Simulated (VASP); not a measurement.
Here is a VASP 6.6.1 calculation.

File INCAR:

```
PREC = Accurate
ENCUT = 520
EDIFF = 1E-6
ISMEAR = -1
SIGMA = 0.02
LREAL = F
LASPH = T
NELM = 80
ALGO = Normal
ISIF = 2
LWAVE = F
LCHARG = T
GGA = PE
LELF = T
LVHAR = T
NBANDS = 15
```

Contents of KPOINTS:

```
regular mesh
0
Gamma
  6 6 6
```

Contents of POSCAR:

```
KBr
1.0
    0.1067040935      3.3333304385      3.3333304385
    3.3333304385      0.1067040935      3.3333304385
    3.3333304385      3.3333304385      0.1067040935
K Br
1 1
Direct
    0.0000000000      0.0000000000      0.0000000000
    0.5000000000      0.5000000000      0.5000000000
```

Potentials or basis: VASP PAW PBE potentials, release 64 (K_sv, Br).

Launch:

```console
$ cat potpaw_PBE.64/K_sv/POTCAR potpaw_PBE.64/Br/POTCAR > POTCAR
$ mpirun -np 1 vasp_std > vasp.out
```

Estimate the pressure.

1.1 GPa.

Estimate the band gap on the k mesh.

4.43 eV.

Stress tensor (GPa, compression positive):
```
 1.08 -0.17 -0.17
-0.17  1.08 -0.17
-0.17 -0.17  1.08
```

Caveat: the cell differs from its parent crystal (epitaxial 111 strain -2.3%).
